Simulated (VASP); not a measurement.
# Ga2Mo (P6/mmm) in VASP: notebook

The runs below take Ga2Mo through single point, with PBE.

Program: VASP 6.6.1. These are calculated values, not measurements. Logs are shortened: lines on timing, memory, paths and dates and some standing lists are left out, and cuts for length are marked.

## 1. The cell of the first run

Symmetry: P6/mmm, No. 191, hexagonal system. The conventional cell has a = 4.479 Å, b = 4.479 Å, c = 2.654 Å, α = 90.00°, β = 90.00°, γ = 120.00°. Within 3.4 Å of Ga (site symmetry -6m2) lie 5 Ga at 2.59 to 2.65 Å and 6 Mo at 2.91 Å. Within 3.5 Å of Mo (site symmetry 6/mmm) lie 2 Mo at 2.65 Å and 12 Ga at 2.91 Å.

## 2. Single point, PBE

File INCAR:

```
ALGO = Normal
EDIFF = 1E-6
ENCUT = 520
GGA = PE
ISIF = 2
ISMEAR = 0
LASPH = True
LCHARG = True
LELF = True
LREAL = False
LVHAR = True
LWAVE = False
NBANDS = 27
NELM = 80
PREC = Accurate
SIGMA = 0.1
```

File KPOINTS:

```
k-points
0
Gamma
  6 6 6
```

File POSCAR:

```
Ga2Mo
1.0
    4.4789591768      0.0000000000      0.0000000000
   -2.2394795884      3.8788924296      0.0000000000
    0.0000000000      0.0000000000      2.6538949674
Ga Mo
2 1
Direct
    0.3333333333      0.6666666667      0.5000000000
    0.6666666667      0.3333333333      0.5000000000
    0.0000000000      0.0000000000      0.0000000000
```

Potentials or basis: VASP PAW PBE potentials, release 64 (Ga_d, Mo_sv).

Started as:

```sh
cat potpaw_PBE.64/Ga_d/POTCAR potpaw_PBE.64/Mo_sv/POTCAR > POTCAR
mpirun -np 1 vasp_std > vasp.out
```

OUTCAR:

```text
EDIFF = 1E-6
   ENCUT = 520
   GGA = PE
   ISIF = 2
   ISMEAR = 0
   LASPH = True
   LREAL = False
   NELM = 80
   PREC = Accurate

 ion  position               nearest neighbor table
   1  0.333  0.667  0.500-   2 2.59   2 2.59   2 2.59   3 2.91   3 2.91   3 2.91   3 2.91   3 2.91
                             3 2.91
   2  0.667  0.333  0.500-   1 2.59   1 2.59   1 2.59   3 2.91   3 2.91   3 2.91   3 2.91   3 2.91
                             3 2.91
   3  0.000  0.000  0.000-   1 2.91   2 2.91   1 2.91   2 2.91   1 2.91   1 2.91   2 2.91   2 2.91
                             2 2.91   2 2.91   1 2.91   1 2.91

  LATTYP: Found a hexagonal cell.
 ALAT       =     4.4789591768
 C/A-ratio  =     0.5925249288

  Lattice vectors:

 A1 = (   4.4789591768,   0.0000000000,   0.0000000000)
 A2 = (  -2.2394795884,   3.8788924296,   0.0000000000)
 A3 = (   0.0000000000,   0.0000000000,   2.6538949674)

Analysis of symmetry for initial positions (statically):
=====================================================================
 Subroutine PRICEL returns:
 Original cell was already a primitive cell.

 Routine SETGRP: Setting up the symmetry group for a
 hexagonal supercell.

 Subroutine GETGRP returns: Found 24 space group operations
 (whereof 24 operations were pure point group operations)
 out of a pool of 24 trial point group operations.

The static configuration has the point symmetry D_6h.

Analysis of symmetry for dynamics (positions and initial velocities):
=====================================================================
 Subroutine PRICEL returns:
 Original cell was already a primitive cell.

 Routine SETGRP: Setting up the symmetry group for a
 hexagonal supercell.

 Subroutine GETGRP returns: Found 24 space group operations
 (whereof 24 operations were pure point group operations)
 out of a pool of 24 trial point group operations.

The dynamic configuration has the point symmetry D_6h.

 Subroutine INISYM returns: Found 24 space group operations
 (whereof 24 operations are pure point group operations),
 and found     1 'primitive' translations

----------------------------------------------------------------------------------------

                                     Primitive cell

  volume of cell :      46.1072

  direct lattice vectors                    reciprocal lattice vectors
     4.478959177  0.000000000  0.000000000     0.223266156  0.128902775  0.000000000
    -2.239479588  3.878892430  0.000000000     0.000000000  0.257805551  0.000000000
     0.000000000  0.000000000  2.653894967     0.000000000  0.000000000  0.376804663

  length of vectors
     4.478959177  4.478959177  2.653894967     0.257805551  0.257805551  0.376804663

  position of ions in fractional coordinates (direct lattice)
     0.333333333  0.666666667  0.500000000
     0.666666667  0.333333333  0.500000000
     0.000000000  0.000000000  0.000000000

  ion indices of the primitive-cell ions
   primitive index   ion index
                 1           1
                 2           2
                 3           3

----------------------------------------------------------------------------------------

 KPOINTS: k-points

Automatic generation of k-mesh.
 Grid dimensions read from file:
 generate k-points for:    6    6    6

 Generating k-lattice:

  Cartesian coordinates                     Fractional coordinates (reciprocal lattice)
     0.037211026  0.021483796  0.000000000     0.166666667  0.000000000  0.000000000
     0.000000000  0.042967592  0.000000000     0.000000000  0.166666667  0.000000000
     0.000000000  0.000000000  0.062800777     0.000000000  0.000000000  0.166666667

  Length of vectors
     0.042967592  0.042967592  0.062800777

  Shift w.r.t. Gamma in fractional coordinates (k-lattice)
     0.000000000  0.000000000  0.000000000

 Subroutine IBZKPT returns following result:
 ===========================================

 Found     28 irreducible k-points:

 Following reciprocal coordinates:
            Coordinates               Weight
  0.000000  0.000000  0.000000      1.000000
  0.166667 -0.000000  0.000000      6.000000
  0.333333  0.000000  0.000000      6.000000
  0.500000 -0.000000  0.000000      3.000000
  0.166667  0.166667  0.000000      6.000000
  0.333333  0.166667  0.000000     12.000000
[... 16 lines left out ...]
  0.166667 -0.000000  0.500000      6.000000
  0.333333  0.000000  0.500000      6.000000
 [... further k-points ...]
   k-points           NKPTS =     28   k-points in BZ     NKDIM =     28   number of bands    NBANDS=     27
   number of dos      NEDOS =    301   number of ions     NIONS =      3
   total plane-waves  NPLWV =  25920
   dimension x,y,z NGX =    36 NGY =   36 NGZ =   20
   dimension x,y,z NGXF=    72 NGYF=   72 NGZF=   40
   ions per type =               2   1
   NGX,Y,Z   is equivalent  to a cutoff of  13.36, 13.36, 12.53 a.u.
   NGXF,Y,Z  is equivalent  to a cutoff of  26.72, 26.72, 25.06 a.u.
 SYSTEM =  unknown system
   PREC   = accura    normal or accurate (medium, high low for compatibility)
   ISTART =      0    job   : 0-new  1-cont  2-samecut
   ICHARG =      2    charge: 1-file 2-atom 10-const
   ISPIN  =      1    spin polarized calculation?
   LNONCOLLINEAR =      F non collinear calculations
   LSORBIT =      F    spin-orbit coupling
   LASPH  =      T    aspherical Exc in radial PAW
   ENCUT  =  520.0 eV  38.22 Ry    6.18 a.u.   8.33  8.33  4.93*2*pi/ulx,y,z
   NELM   =     80;   NELMIN=  2; NELMDL= -5     # of ELM steps
   EDIFF  = 0.1E-05   stopping-criterion for ELM
   LREAL  =      F    real-space projection
   EDIFFG = 0.1E-04   stopping-criterion for IOM
   NSW    =      0    number of steps for IOM
   IBRION =     -1    ionic relax: 0-MD 1-quasi-New 2-CG
   NFREE  =      0    steps in history (QN), initial steepest desc. (CG)
   ISIF   =      2    stress and relaxation
   ISYM   =      2    0-nonsym 1-usesym 2-fastsym
   POTIM  = 0.5000    time-step for ionic-motion
   TEBEG  =    0.0;   TEEND  =   0.0 temperature during run
   PSTRESS=    0.0 pullay stress
   NELECT =      40.0000    total number of electrons
   NUPDOWN=      -1.0000    fix difference up-down
   EMIN   =  10.00;   EMAX   =-10.00  energy-range for DOS
   EFERMI =   0.00;   METHOD = LEGACY
   ISMEAR =     0;   SIGMA  =   0.10  broadening in eV -4-tet -1-fermi 0-gaus
   EFERMI_NEDOS =   21; number of points for ismear=-14 and -15
   IALGO  =     38    algorithm
   IMIX   =      4    mixing-type and parameters
     AMIX     =   0.40;   BMIX     =  1.00
     AMIX_MAG =   1.60;   BMIX_MAG =  1.00
  volume/ion in A,a.u.               =      15.37       103.72
  Fermi-wavevector in a.u.,A,eV,Ry     =   1.561368  2.950558 33.169240  2.437870
  Thomas-Fermi vector in A             =   2.664444
   LORBIT       =      0    0 simple, 1 ext, 2 COOP (PROOUT), +10 PAW based schemes
   GGA     = PE    functional components
   LHFCALC =     F    Hartree Fock is set to
   AEXX    =    0.0000 exact exchange contribution
   IVDW    =     0    specifies the selected vdW correction
   LEPSILON=     F    determine dielectric tensor
   LRPA    =     F    only Hartree local field effects (RPA)
 non-spin polarized calculation
 Gauss-broadening in eV      SIGMA  =   0.10
  energy-cutoff  :      520.00
  volume of cell :       46.11
 maximum number of plane-waves:      1263
 NGX is ok and might be reduce to    36
   NGX = 17   NGY = 17   NGZ =  9

 number of electron      40.0000006 magnetization

 Free energy of the ion-electron system (eV)
  ---------------------------------------------------
  ext. energy  EPLUGINS =         0.00000000
  ---------------------------------------------------
  free energy    TOTEN  =       -16.51903942 eV

  energy without entropy =      -16.51477240  energy(sigma->0) =      -16.51690591

 E-fermi :   9.4285     XC(G=0): -12.5701

 val. band max:        9.4071189507   @ k =   0.5000  -0.0000   0.3333
 cond. band min:       9.4792289602   @ k =   0.1667   0.1667   0.5000
 fundamental gap:      0.0721100095
 Fermi energy:         9.4285316563

 k-point     1 :       0.0000    0.0000    0.0000
  band No.  band energies     occupation
      1     -51.6993      2.00000
      2     -25.7270      2.00000
      3     -25.7270      2.00000
      4     -25.3098      2.00000
      5      -6.1297      2.00000
      6      -5.9234      2.00000
[... 19 lines left out ...]
     26      15.8200      0.00000
     27      18.1356      0.00000

 k-point     2 :       0.1667   -0.0000    0.0000
  band No.  band energies     occupation
      1     -51.6991      2.00000
      2     -25.7297      2.00000
      3     -25.7276      2.00000
      4     -25.3098      2.00000
      5      -6.1197      2.00000
      6      -5.9486      2.00000
[... 19 lines left out ...]
     26      17.1547      0.00000
     27      18.6015      0.00000

 k-point     3 :       0.3333    0.0000    0.0000
  band No.  band energies     occupation
      1     -51.6990      2.00000
      2     -25.7352      2.00000
      3     -25.7287      2.00000
      4     -25.3097      2.00000
      5      -6.0948      2.00000
      6      -6.0046      2.00000
[... 19 lines left out ...]
     26      19.7835      0.00000
     27      19.8009      0.00000

 k-point     4 :       0.5000   -0.0000    0.0000
  band No.  band energies     occupation
      1     -51.6989      2.00000
      2     -25.7379      2.00000
      3     -25.7293      2.00000
      4     -25.3096      2.00000
      5      -6.0695      2.00000
      6      -6.0450      2.00000
[... 19 lines left out ...]
     26      18.2223      0.00000
     27      19.7643      0.00000

 k-point     5 :       0.1667    0.1667    0.0000
  band No.  band energies     occupation
      1     -51.6990      2.00000
      2     -25.7333      2.00000
      3     -25.7290      2.00000
      4     -25.3097      2.00000
      5      -6.1023      2.00000
      6      -5.9826      2.00000
[... 19 lines left out ...]
     26      18.9759      0.00000
     27      19.4325      0.00000

 k-point     6 :       0.3333    0.1667    0.0000
  band No.  band energies     occupation
      1     -51.6989      2.00000
      2     -25.7364      2.00000
      3     -25.7307      2.00000
      4     -25.3096      2.00000
      5      -6.0747      2.00000
      6      -6.0300      2.00000
[... 444 lines left out ...]
      1     -51.5823      2.00000
      2     -26.2228      2.00000
      3     -25.6204      2.00000
      4     -25.6204      2.00000
      5      -5.9829      2.00000
      6      -5.9394      2.00000
[... 19 lines left out ...]
     26      16.4771      0.00000
     27      16.4771      0.00000

 k-point    22 :       0.0000    0.0000    0.5000
  band No.  band energies     occupation
      1     -51.5429      2.00000
      2     -26.5112      2.00000
      3     -25.5770      2.00000
      4     -25.5770      2.00000
      5      -5.9726      2.00000
      6      -5.9726      2.00000
[... 19 lines left out ...]
     26      17.8106      0.00000
     27      17.9282      0.00000

 k-point    23 :       0.1667   -0.0000    0.5000
  band No.  band energies     occupation
      1     -51.5429      2.00000
      2     -26.5107      2.00000
      3     -25.5786      2.00000
      4     -25.5775      2.00000
      5      -5.9735      2.00000
      6      -5.9577      2.00000
[... 19 lines left out ...]
     26      16.3708      0.00000
     27      16.4452      0.00000

 k-point    24 :       0.3333    0.0000    0.5000
  band No.  band energies     occupation
      1     -51.5428      2.00000
      2     -26.5097      2.00000
      3     -25.5820      2.00000
      4     -25.5785      2.00000
      5      -5.9750      2.00000
      6      -5.9357      2.00000
[... 19 lines left out ...]
     26      14.9675      0.00000
     27      17.3893      0.00000

 [... further k-points ...]

------------------------ aborting loop because EDIFF is reached ----------------------------------------

  FORCE on cell =-STRESS in cart. coord.  units (eV):
  Direction    XX          YY          ZZ          XY          YZ          ZX
  --------------------------------------------------------------------------------------
  -------------------------------------------------------------------------------------
  Total        0.1294783      0.1294783      0.1403852      0.0000000      0.0000000      0.0000000
  in kB        4.4992397      4.4992397      4.8782429      0.0000000      0.0000000      0.0000000
  external PRESSURE =       4.6255741 kB  Pullay stress =       0.0000000 kB

 VOLUME and BASIS-vectors are now :
 -----------------------------------------------------------------------------
  energy-cutoff  :      520.00
  volume of cell :       46.11
      direct lattice vectors                 reciprocal lattice vectors
     4.478959177  0.000000000  0.000000000     0.223266156  0.128902775  0.000000000
    -2.239479588  3.878892430  0.000000000     0.000000000  0.257805551  0.000000000
     0.000000000  0.000000000  2.653894967     0.000000000  0.000000000  0.376804663

 POSITION                                       TOTAL-FORCE (eV/Angst)
 -----------------------------------------------------------------------------------
     -0.00000      2.58593      1.32695        -0.000000      0.000000     -0.000000
      2.23948      1.29296      1.32695         0.000000      0.000000      0.000000
      0.00000      0.00000      0.00000        -0.000000      0.000000      0.000000
 -----------------------------------------------------------------------------------
    total drift:                                0.000000      0.000000     -0.000000

  FREE ENERGIE OF THE ION-ELECTRON SYSTEM (eV)
  ---------------------------------------------------
  free  energy   TOTEN  =       -16.5190394183 eV

  energy  without entropy=      -16.5147724025  energy(sigma->0) =      -16.51690591
```

Run time: 14 s. Hardware: 1 thread of Intel Xeon 6975P-C, shared host; peak memory 0.18 GiB.

What came out:

```yaml
Free_energy: -16.5190 eV
Pressure: 0.5 GPa
Band_gap_on_the_k_mesh: zero (band 20 reaches 10.45 eV, above the bottom of band 21 at 8.58 eV)
```

Caveat: the k points lie up to 0.39 Å⁻¹ apart.

## 3. Single point, PBE

This run uses another cell than the first one, of 16.81 Å³/atom, 1.094 times its volume.

File INCAR:

```
SYSTEM = Ga2Mo
  ALGO = Normal
  EDIFF = 1E-7
  ENCUT = 520
  GGA = PE
  ISIF = 2
  ISMEAR = 0
  LASPH = .True.
  LCHARG = .True.
  LELF = .True.
  LREAL = .False.
  LVHAR = .True.
  LWAVE = .False.
  NBANDS = 27
  NELM = 100
  PREC = Accurate
  SIGMA = 0.1
```

File KPOINTS:

```
k-points
0
Gamma
  6 6 6
  0 0 0
```

File POSCAR:

```
Ga2Mo
1.0
    4.5078758687      0.0000000000      0.0000000000
   -2.2539379344      3.9039350195      0.0000000000
    0.0000000000      0.0000000000      2.8656140924
Ga Mo
2 1
Direct
    0.3333333333      0.6666666667      0.5000000000
    0.6666666667      0.3333333333      0.5000000000
    0.0000000000      0.0000000000      0.0000000000
```

Potentials or basis: VASP PAW PBE potentials, release 64 (Ga_d, Mo_sv).

Started as:

```sh
cat potpaw_PBE.64/Ga_d/POTCAR potpaw_PBE.64/Mo_sv/POTCAR > POTCAR
mpirun -np 1 vasp_std > vasp.out
```

OUTCAR:

```text
SYSTEM = Ga2Mo
   EDIFF = 1E-7
   ENCUT = 520
   GGA = PE
   ISIF = 2
   ISMEAR = 0
   LASPH = .True.
   LREAL = .False.
   NELM = 100
   PREC = Accurate

 ion  position               nearest neighbor table
   1  0.333  0.667  0.500-   2 2.60   2 2.60   2 2.60   3 2.97   3 2.97   3 2.97   3 2.97   3 2.97
                             3 2.97
   2  0.667  0.333  0.500-   1 2.60   1 2.60   1 2.60   3 2.97   3 2.97   3 2.97   3 2.97   3 2.97
                             3 2.97
   3  0.000  0.000  0.000-   1 2.97   2 2.97   1 2.97   2 2.97   2 2.97   2 2.97   1 2.97   1 2.97
[... 920 lines left out ...]
  FORCE on cell =-STRESS in cart. coord.  units (eV):
  Direction    XX          YY          ZZ          XY          YZ          ZX
  --------------------------------------------------------------------------------------
  -------------------------------------------------------------------------------------
  Total       -2.0426981     -2.0426981     -5.8050907      0.0000000      0.0000000      0.0000000
  in kB      -64.8966892    -64.8966892   -184.4282123      0.0000000      0.0000000      0.0000000
  external PRESSURE =    -104.7405303 kB  Pullay stress =       0.0000000 kB

 VOLUME and BASIS-vectors are now :
 -----------------------------------------------------------------------------
  energy-cutoff  :      520.00
  volume of cell :       50.43
      direct lattice vectors                 reciprocal lattice vectors
     4.507875869  0.000000000  0.000000000     0.221833970  0.128075902  0.000000000
    -2.253937934  3.903935019  0.000000000     0.000000000  0.256151805  0.000000000
     0.000000000  0.000000000  2.865614092     0.000000000  0.000000000  0.348965341

 POSITION                                       TOTAL-FORCE (eV/Angst)
 -----------------------------------------------------------------------------------
     -0.00000      2.60262      1.43281        -0.000000      0.000000      0.000000
      2.25394      1.30131      1.43281         0.000000     -0.000000     -0.000000
      0.00000      0.00000      0.00000        -0.000000      0.000000     -0.000000
 -----------------------------------------------------------------------------------
    total drift:                                0.000000      0.000000     -0.000000

  FREE ENERGIE OF THE ION-ELECTRON SYSTEM (eV)
  ---------------------------------------------------
  free  energy   TOTEN  =       -16.2613188565 eV

  energy  without entropy=      -16.2498294092  energy(sigma->0) =      -16.25557413
```

stdout:

```text
POSCAR found type information on POSCAR GaMo
 POSCAR found :  2 types and       3 ions
 scaLAPACK will be used
 LDA part: xc-table for (Slater+PW92), standard interpolation
 POSCAR, INCAR and KPOINTS ok, starting setup
 FFT: planning ... GRIDC
 FFT: planning ... GRID_SOFT
 FFT: planning ... GRID
 WAVECAR not read
 entering main loop
```

Wall time 17 s (1 thread of Intel Xeon 6975P-C, shared host); peak memory 0.2 GiB.

Results:

| Property | Result |
| --- | --- |
| Free energy | -16.2613 eV |
| Pressure | -10.5 GPa |
| Band gap on the k mesh | zero (band 20 reaches 9.47 eV, above the bottom of band 21 at 7.61 eV) |

Caveat: the k points lie up to 0.37 Å⁻¹ apart.
